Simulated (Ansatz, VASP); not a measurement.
**One calculation of K, two programs**

```
CELL_PARAMETERS angstrom
-2.82367 2.82367 2.82367
2.82367 -2.82367 2.82367
2.82367 2.82367 -2.82367
ATOMIC_POSITIONS crystal
K 0.00000 0.00000 0.00000
```

Alike in both runs: task single point; functional RPBE; k mesh 14 × 14 × 14; occupations fermi-dirac, width 0.1 eV; no spin polarisation.

```csv
,VASP,Ansatz
version,VASP 6.6.1,Ansatz 0.2.0
potentials or method,"VASP PAW PBE potentials, release 64 (K_sv), cutoff 520 eV","plane waves (420 eV) with PAW, scalar-relativistic"
valence electrons in the cell,9,9
```

|  | VASP | Ansatz | Ansatz less VASP |
| --- | --- | --- | --- |
| pressure (GPa) | -0.3 | -0.3 | +0.01 |

VASP's potentials were made for PBE, not for RPBE.
